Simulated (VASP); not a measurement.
# F2 in VASP: a series of runs

Runs on F2. Level: LDA. Tasks: single point, relaxation of the atoms.

Program: VASP 6.6.1. These are calculated values, not measurements. Logs are shortened: lines on timing, memory, paths and dates and some standing lists are left out, and cuts for length are marked.

### 1 The cell of the first run

The cell holds a molecule in a box, 2 atoms: a = 12.000 Å, b = 12.300 Å, c = 12.600 Å, α = 90.00°, β = 90.00°, γ = 90.00°.

### 2 Single point, LDA

Input file INCAR:

```
SYSTEM = F
  PREC = Accurate
  ENCUT = 520
  EDIFF = 1E-6
  ISMEAR = -1
  SIGMA = 0.01
  LREAL = .FALSE.
  LASPH = .TRUE.
  NELM = 80
  ALGO = Normal
  ISIF = 2
  LWAVE = .FALSE.
  LCHARG = .TRUE.
  GGA = CA
  LELF = .TRUE.
  LVHAR = .TRUE.
  NBANDS = 14
```

Input file KPOINTS:

```
regular mesh
0
G
  1 1 1
  0 0 0
```

Input file POSCAR:

```
F
1.0
   12.0000000000      0.0000000000      0.0000000000
    0.0000000000     12.3000000000      0.0000000000
    0.0000000000      0.0000000000     12.6000000000
F
2
Direct
    0.5000000000      0.5000000000      0.4450750300
    0.5000000000      0.5000000000      0.5549249700
```

Potentials or basis: VASP PAW LDA potentials, release 64 (F).

Launch:

```
> cat potpaw_LDA.64/F/POTCAR > POTCAR
> mpirun -np 1 vasp_gam > vasp.out
```

OUTCAR:

```text
SYSTEM = F
   PREC = Accurate
   ENCUT = 520
   EDIFF = 1E-6
   ISMEAR = -1
   LREAL = .FALSE.
   LASPH = .TRUE.
   NELM = 80
   ISIF = 2
   GGA = CA

 ion  position               nearest neighbor table
   1  0.500  0.500  0.445-   2 1.38
   2  0.500  0.500  0.555-   1 1.38

  LATTYP: Found a simple orthorhombic cell.
 ALAT       =    12.0000000000
 B/A-ratio  =     1.0250000000
 C/A-ratio  =     1.0500000000

  Lattice vectors:

 A1 = (  12.0000000000,   0.0000000000,   0.0000000000)
 A2 = (   0.0000000000,  12.3000000000,   0.0000000000)
 A3 = (   0.0000000000,   0.0000000000,  12.6000000000)

Analysis of symmetry for initial positions (statically):
=====================================================================
 Subroutine PRICEL returns:
 Original cell was already a primitive cell.

 Routine SETGRP: Setting up the symmetry group for a
 simple orthorhombic supercell.

 Subroutine GETGRP returns: Found  8 space group operations
 (whereof  8 operations were pure point group operations)
 out of a pool of  8 trial point group operations.

The static configuration has the point symmetry D_2h.

Analysis of symmetry for dynamics (positions and initial velocities):
=====================================================================
 Subroutine PRICEL returns:
 Original cell was already a primitive cell.

 Routine SETGRP: Setting up the symmetry group for a
 simple orthorhombic supercell.

 Subroutine GETGRP returns: Found  8 space group operations
 (whereof  8 operations were pure point group operations)
 out of a pool of  8 trial point group operations.

The dynamic configuration has the point symmetry D_2h.

 Subroutine INISYM returns: Found  8 space group operations
 (whereof  8 operations are pure point group operations),
 and found     1 'primitive' translations

----------------------------------------------------------------------------------------

                                     Primitive cell

  volume of cell :    1859.7600

  direct lattice vectors                    reciprocal lattice vectors
    12.000000000  0.000000000  0.000000000     0.083333333  0.000000000  0.000000000
     0.000000000 12.300000000  0.000000000     0.000000000  0.081300813  0.000000000
     0.000000000  0.000000000 12.600000000     0.000000000  0.000000000  0.079365079

  length of vectors
    12.000000000 12.300000000 12.600000000     0.083333333  0.081300813  0.079365079

[... 56 lines left out ...]
   EDIFF  = 0.1E-05   stopping-criterion for ELM
   LREAL  =      F    real-space projection
   EDIFFG = 0.1E-04   stopping-criterion for IOM
   NSW    =      0    number of steps for IOM
   IBRION =     -1    ionic relax: 0-MD 1-quasi-New 2-CG
   NFREE  =      0    steps in history (QN), initial steepest desc. (CG)
   ISIF   =      2    stress and relaxation
   ISYM   =      2    0-nonsym 1-usesym 2-fastsym
   POTIM  = 0.5000    time-step for ionic-motion
   TEBEG  =    0.0;   TEEND  =   0.0 temperature during run
   PSTRESS=    0.0 pullay stress
   NELECT =      14.0000    total number of electrons
   NUPDOWN=      -1.0000    fix difference up-down
   EMIN   =  10.00;   EMAX   =-10.00  energy-range for DOS
   EFERMI =   0.00;   METHOD = LEGACY
   ISMEAR =    -1;   SIGMA  =   0.01  broadening in eV -4-tet -1-fermi 0-gaus
   EFERMI_NEDOS =   21; number of points for ismear=-14 and -15
   IALGO  =     38    algorithm
   IMIX   =      4    mixing-type and parameters
     AMIX     =   0.40;   BMIX     =  1.00
     AMIX_MAG =   1.60;   BMIX_MAG =  1.00
  volume/ion in A,a.u.               =     929.88      6275.14
  Fermi-wavevector in a.u.,A,eV,Ry     =   0.320847  0.606314  1.400625  0.102943
  Thomas-Fermi vector in A             =   1.207823
   LORBIT       =      0    0 simple, 1 ext, 2 COOP (PROOUT), +10 PAW based schemes
   GGA     = CA    functional components
   LHFCALC =     F    Hartree Fock is set to
   AEXX    =    0.0000 exact exchange contribution
   IVDW    =     0    specifies the selected vdW correction
   LEPSILON=     F    determine dielectric tensor
   LRPA    =     F    only Hartree local field effects (RPA)
 non-spin polarized calculation
  energy-cutoff  :      520.00
  volume of cell :     1859.76
 maximum number of plane-waves:     25042
 NGX is ok and might be reduce to    90
   NGX = 45   NGY = 45   NGZ = 47

 number of electron      13.9999997 magnetization

 Free energy of the ion-electron system (eV)
  ---------------------------------------------------
  ext. energy  EPLUGINS =         0.00000000
  ---------------------------------------------------
  free energy    TOTEN  =        -4.09939978 eV

  energy without entropy =       -4.09939978  energy(sigma->0) =       -4.09939978

 E-fermi :  -9.1552     XC(G=0):  -0.2905

 val. band max:       -9.4416723196   @ k =   0.0000   0.0000   0.0000
 cond. band min:      -5.7402492026   @ k =   0.0000   0.0000   0.0000
 fundamental gap:      3.7014231170
 Fermi energy:        -9.1552144804

 k-point     1 :       0.0000    0.0000    0.0000
  band No.  band energies     occupation
      1     -34.3195      2.00000
      2     -27.2085      2.00000
      3     -15.7766      2.00000
      4     -13.1582      2.00000
      5     -13.1582      2.00000
      6      -9.4417      2.00000
      7      -9.4417      2.00000
      8      -5.7402      0.00000
      9      -0.1917      0.00000
     10       0.6337      0.00000
     11       0.8088      0.00000
     12       0.8759      0.00000
     13       0.9196      0.00000
     14       0.9679      0.00000

------------------------ aborting loop because EDIFF is reached ----------------------------------------

  FORCE on cell =-STRESS in cart. coord.  units (eV):
  Direction    XX          YY          ZZ          XY          YZ          ZX
  --------------------------------------------------------------------------------------
  -------------------------------------------------------------------------------------
  Total       -0.1099579     -0.1110583      0.7397216      0.0000000      0.0000000      0.0000000
  in kB       -0.0947284     -0.0956764      0.6372678      0.0000000      0.0000000      0.0000000
  external PRESSURE =       0.1489543 kB  Pullay stress =       0.0000000 kB

 VOLUME and BASIS-vectors are now :
 -----------------------------------------------------------------------------
  energy-cutoff  :      520.00
  volume of cell :     1859.76
      direct lattice vectors                 reciprocal lattice vectors
    12.000000000  0.000000000  0.000000000     0.083333333  0.000000000  0.000000000
     0.000000000 12.300000000  0.000000000     0.000000000  0.081300813  0.000000000
     0.000000000  0.000000000 12.600000000     0.000000000  0.000000000  0.079365079

 POSITION                                       TOTAL-FORCE (eV/Angst)
 -----------------------------------------------------------------------------------
      6.00000      6.15000      5.60795         0.000000      0.000000     -0.601107
      6.00000      6.15000      6.99205         0.000000      0.000000      0.601107
 -----------------------------------------------------------------------------------
    total drift:                                0.000000     -0.000000      0.000000

  FREE ENERGIE OF THE ION-ELECTRON SYSTEM (eV)
  ---------------------------------------------------
  free  energy   TOTEN  =        -4.0993997771 eV

  energy  without entropy=       -4.0993997771  energy(sigma->0) =       -4.09939978
```

OSZICAR:

```text
N       E                     dE             d eps       ncg     rms          rms(c)
DAV:   1     0.187729113259E+03    0.18773E+03   -0.31735E+03    36   0.548E+02
DAV:   2     0.611937755797E+02   -0.12654E+03   -0.11916E+03    56   0.103E+02
DAV:   3    -0.517302149094E+00   -0.61711E+02   -0.61468E+02    40   0.108E+02
[... 11 lines left out ...]
DAV:  15    -0.409938186170E+01   -0.54284E-04   -0.31246E-06    28   0.108E-02    0.248E-03
DAV:  16    -0.409939087507E+01   -0.90134E-05   -0.48303E-07    48   0.481E-03    0.679E-04
DAV:  17    -0.409939712351E+01   -0.62484E-05   -0.12442E-07    48   0.164E-03    0.528E-04
DAV:  18    -0.409939918900E+01   -0.20655E-05   -0.43208E-08    20   0.118E-03    0.197E-04
DAV:  19    -0.409939977713E+01   -0.58813E-06   -0.11496E-08    32   0.656E-04
   1 F= -.40993998E+01 E0= -.40993998E+01  d E =-.429341E-12
```

It took 76 s on 1 thread of AMD EPYC 7R13 (Zen 3), shared host; peak memory 0.77 GiB.

What came out:

```
Free energy                     : -4.0994 eV
Largest force                   : 0.601 eV/Å
Gap between the frontier levels : 3.70 eV
```

Forces on the atoms (eV/Å):
```
F    0.000  0.000 -0.601
F    0.000  0.000  0.601
```

Levels at points of the mesh, in eV from the valence-band top:
```csv
k point,band 3,band 4,band 5,band 6,band 7,band 8,band 9,band 10,band 11,band 12
"(0.00, 0.00, 0.00)",-6.33,-3.72,-3.72,0.00,0.00,3.70,9.25,10.08,10.25,10.32
```

### 3 Relaxation of the atoms, LDA

Input file INCAR:

```
PREC = Accurate
ENCUT = 520
EDIFF = 1E-7
ISMEAR = -1
SIGMA = 0.01
LREAL = F
LASPH = T
NELM = 80
ALGO = Normal
ISIF = 2
LWAVE = F
LCHARG = F
GGA = CA
IBRION = 2
NSW = 80
EDIFFG = -0.01
```

Input file KPOINTS:

```
regular mesh
0
Gamma
  1 1 1
```

Input file POSCAR:

```
F
1.0
   12.0000000000      0.0000000000      0.0000000000
    0.0000000000     12.3000000000      0.0000000000
    0.0000000000      0.0000000000     12.6000000000
F
2
Direct
    0.5000000000      0.5000000000      0.4436507937
    0.5000000000      0.5000000000      0.5563492063
```

Potentials or basis: VASP PAW LDA potentials, release 64 (F).

Launch:

```
> cat potpaw_LDA.64/F/POTCAR > POTCAR
> mpirun -np 1 vasp_gam > vasp.out
```

OUTCAR:

```text
PREC = Accurate
   ENCUT = 520
   EDIFF = 1E-7
   ISMEAR = -1
   LREAL = F
   LASPH = T
   NELM = 80
   ISIF = 2
   GGA = CA
   IBRION = 2
   NSW = 80
   EDIFFG = -0.01

 ion  position               nearest neighbor table
   1  0.500  0.500  0.444-   2 1.42
   2  0.500  0.500  0.556-   1 1.42

  LATTYP: Found a simple orthorhombic cell.
 ALAT       =    12.0000000000
 B/A-ratio  =     1.0250000000
 C/A-ratio  =     1.0500000000

  Lattice vectors:

 A1 = (  12.0000000000,   0.0000000000,   0.0000000000)
 A2 = (   0.0000000000,  12.3000000000,   0.0000000000)
 A3 = (   0.0000000000,   0.0000000000,  12.6000000000)

Analysis of symmetry for initial positions (statically):
=====================================================================
 Subroutine PRICEL returns:
 Original cell was already a primitive cell.

 Routine SETGRP: Setting up the symmetry group for a
 simple orthorhombic supercell.

 Subroutine GETGRP returns: Found  8 space group operations
 (whereof  8 operations were pure point group operations)
 out of a pool of  8 trial point group operations.

The static configuration has the point symmetry D_2h.

Analysis of symmetry for dynamics (positions and initial velocities):
=====================================================================
 Subroutine PRICEL returns:
 Original cell was already a primitive cell.

 Routine SETGRP: Setting up the symmetry group for a
 simple orthorhombic supercell.

 Subroutine GETGRP returns: Found  8 space group operations
 (whereof  8 operations were pure point group operations)
 out of a pool of  8 trial point group operations.

The dynamic configuration has the point symmetry D_2h.

 Subroutine INISYM returns: Found  8 space group operations
 (whereof  8 operations are pure point group operations),
 and found     1 'primitive' translations

----------------------------------------------------------------------------------------

                                     Primitive cell

  volume of cell :    1859.7600

  direct lattice vectors                    reciprocal lattice vectors
    12.000000000  0.000000000  0.000000000     0.083333333  0.000000000  0.000000000
     0.000000000 12.300000000  0.000000000     0.000000000  0.081300813  0.000000000
     0.000000000  0.000000000 12.600000000     0.000000000  0.000000000  0.079365079

  length of vectors
    12.000000000 12.300000000 12.600000000     0.083333333  0.081300813  0.079365079

  position of ions in fractional coordinates (direct lattice)
     0.500000000  0.500000000  0.443650794
     0.500000000  0.500000000  0.556349206

  ion indices of the primitive-cell ions
   primitive index   ion index
                 1           1
                 2           2

----------------------------------------------------------------------------------------

 KPOINTS: regular mesh

Automatic generation of k-mesh.
 Grid dimensions read from file:
 generate k-points for:    1    1    1

 Generating k-lattice:

  Cartesian coordinates                     Fractional coordinates (reciprocal lattice)
     0.083333333  0.000000000  0.000000000     1.000000000  0.000000000  0.000000000
     0.000000000  0.081300813  0.000000000     0.000000000  1.000000000  0.000000000
     0.000000000  0.000000000  0.079365079     0.000000000  0.000000000  1.000000000

  Length of vectors
     0.083333333  0.081300813  0.079365079

  Shift w.r.t. Gamma in fractional coordinates (k-lattice)
     0.000000000  0.000000000  0.000000000

 Subroutine IBZKPT returns following result:
 ===========================================

 Found      1 irreducible k-points:

 Following reciprocal coordinates:
            Coordinates               Weight
  0.000000  0.000000  0.000000      1.000000
   k-points           NKPTS =      1   k-points in BZ     NKDIM =      1   number of bands    NBANDS=     11
   number of dos      NEDOS =    301   number of ions     NIONS =      2
   total plane-waves  NPLWV = 829440
   dimension x,y,z NGX =    90 NGY =   96 NGZ =   96
   dimension x,y,z NGXF=   180 NGYF=  192 NGZF=  192
   ions per type =               2
   NGX,Y,Z   is equivalent  to a cutoff of  12.47, 12.98, 12.67 a.u.
   NGXF,Y,Z  is equivalent  to a cutoff of  24.94, 25.95, 25.33 a.u.
 SYSTEM =  unknown system
   PREC   = accura    normal or accurate (medium, high low for compatibility)
   ISTART =      0    job   : 0-new  1-cont  2-samecut
   ICHARG =      2    charge: 1-file 2-atom 10-const
   ISPIN  =      1    spin polarized calculation?
   LNONCOLLINEAR =      F non collinear calculations
   LSORBIT =      F    spin-orbit coupling
   LASPH  =      T    aspherical Exc in radial PAW
   ENCUT  =  520.0 eV  38.22 Ry    6.18 a.u.  22.31 22.87 23.43*2*pi/ulx,y,z
   NELM   =     80;   NELMIN=  2; NELMDL= -5     # of ELM steps
   EDIFF  = 0.1E-06   stopping-criterion for ELM
   LREAL  =      F    real-space projection
   EDIFFG = -.1E-01   stopping-criterion for IOM
   NSW    =     80    number of steps for IOM
   IBRION =      2    ionic relax: 0-MD 1-quasi-New 2-CG
   NFREE  =      1    steps in history (QN), initial steepest desc. (CG)
   ISIF   =      2    stress and relaxation
   ISYM   =      2    0-nonsym 1-usesym 2-fastsym
   POTIM  = 0.5000    time-step for ionic-motion
   TEBEG  =    0.0;   TEEND  =   0.0 temperature during run
   PSTRESS=    0.0 pullay stress
   NELECT =      14.0000    total number of electrons
   NUPDOWN=      -1.0000    fix difference up-down
   EMIN   =  10.00;   EMAX   =-10.00  energy-range for DOS
   EFERMI =   0.00;   METHOD = LEGACY
   ISMEAR =    -1;   SIGMA  =   0.01  broadening in eV -4-tet -1-fermi 0-gaus
   EFERMI_NEDOS =   21; number of points for ismear=-14 and -15
   IALGO  =     38    algorithm
   IMIX   =      4    mixing-type and parameters
     AMIX     =   0.40;   BMIX     =  1.00
     AMIX_MAG =   1.60;   BMIX_MAG =  1.00
  volume/ion in A,a.u.               =     929.88      6275.14
  Fermi-wavevector in a.u.,A,eV,Ry     =   0.320847  0.606314  1.400625  0.102943
  Thomas-Fermi vector in A             =   1.207823
   LORBIT       =      0    0 simple, 1 ext, 2 COOP (PROOUT), +10 PAW based schemes
   GGA     = CA    functional components
   LHFCALC =     F    Hartree Fock is set to
   AEXX    =    0.0000 exact exchange contribution
   IVDW    =     0    specifies the selected vdW correction
   LEPSILON=     F    determine dielectric tensor
   LRPA    =     F    only Hartree local field effects (RPA)
 conjugate gradient relaxation of ions
 non-spin polarized calculation
  energy-cutoff  :      520.00
  volume of cell :     1859.76
 maximum number of plane-waves:     25042
 NGX is ok and might be reduce to    90
   NGX = 45   NGY = 45   NGZ = 47

--------------------------------------- Ionic step        1  -------------------------------------------

 number of electron      13.9999994 magnetization

 Free energy of the ion-electron system (eV)
  ---------------------------------------------------
  ext. energy  EPLUGINS =         0.00000000
  ---------------------------------------------------
  free energy    TOTEN  =        -4.09520704 eV

  energy without entropy =       -4.09520704  energy(sigma->0) =       -4.09520704

------------------------ aborting loop because EDIFF is reached ----------------------------------------

  FORCE on cell =-STRESS in cart. coord.  units (eV):
  Direction    XX          YY          ZZ          XY          YZ          ZX
  --------------------------------------------------------------------------------------
  -------------------------------------------------------------------------------------
  Total       -0.1088334     -0.1100426     -1.2030344     -0.0000000      0.0000000      0.0000000
  in kB       -0.0937596     -0.0948013     -1.0364103     -0.0000000      0.0000000      0.0000000
  external PRESSURE =      -0.4083237 kB  Pullay stress =       0.0000000 kB
[... 57 lines left out ...]
  energy  without entropy=       -4.0386791157  energy(sigma->0) =       -4.03867912

--------------------------------------- Ionic step        3  -------------------------------------------

 number of electron      13.9999996 magnetization

 Free energy of the ion-electron system (eV)
  ---------------------------------------------------
  ext. energy  EPLUGINS =         0.00000000
  ---------------------------------------------------
  free energy    TOTEN  =        -4.10372747 eV

  energy without entropy =       -4.10372747  energy(sigma->0) =       -4.10372747

 E-fermi :  -9.2067     XC(G=0):  -0.2808

 val. band max:       -9.5057490719   @ k =   0.0000   0.0000   0.0000
 cond. band min:      -5.9956337405   @ k =   0.0000   0.0000   0.0000
 fundamental gap:      3.5101153314
 Fermi energy:        -9.2066527788

 k-point     1 :       0.0000    0.0000    0.0000
  band No.  band energies     occupation
      1     -34.1125      2.00000
      2     -27.3102      2.00000
      3     -15.7241      2.00000
      4     -13.0787      2.00000
      5     -13.0787      2.00000
      6      -9.5058      2.00000
      7      -9.5057      2.00000
      8      -5.9956      0.00000
      9      -0.1875      0.00000
     10       0.6483      0.00000
     11       0.8124      0.00000
[... 27 lines left out ...]
  FREE ENERGIE OF THE ION-ELECTRON SYSTEM (eV)
  ---------------------------------------------------
  free  energy   TOTEN  =        -4.1037274674 eV

  energy  without entropy=       -4.1037274674  energy(sigma->0) =       -4.10372747

 reached required accuracy - stopping structural energy minimisation
```

It took 2.6 min on 1 thread of AMD EPYC 7R13 (Zen 3), shared host; peak memory 0.93 GiB.

What came out:

- Free energy: -4.1037 eV
- Energy gained by relaxing: 4.3 meV/atom
- Ionic steps: 3
- Largest force after relaxing: 0.005 eV/Å
- Gap between the frontier levels: 3.51 eV

Forces in eV/Å, atoms in the order of the input:
```
F    0.000  0.000 -0.005
F    0.000  0.000  0.005
```

Step by step:
```
step  energy change (eV)  largest force (eV/Å)  pressure (GPa)
   1              0.0000                0.7837           -0.04
   2              0.0565                2.5339            0.09
   3             -0.0085                0.0050           -0.01
```

Final structure:
```
F
1.0
    12.00000    0.00000    0.00000
     0.00000   12.30000    0.00000
     0.00000    0.00000   12.60000
F
2
Direct
  0.50000 0.50000 0.44450
  0.50000 0.50000 0.55550
```
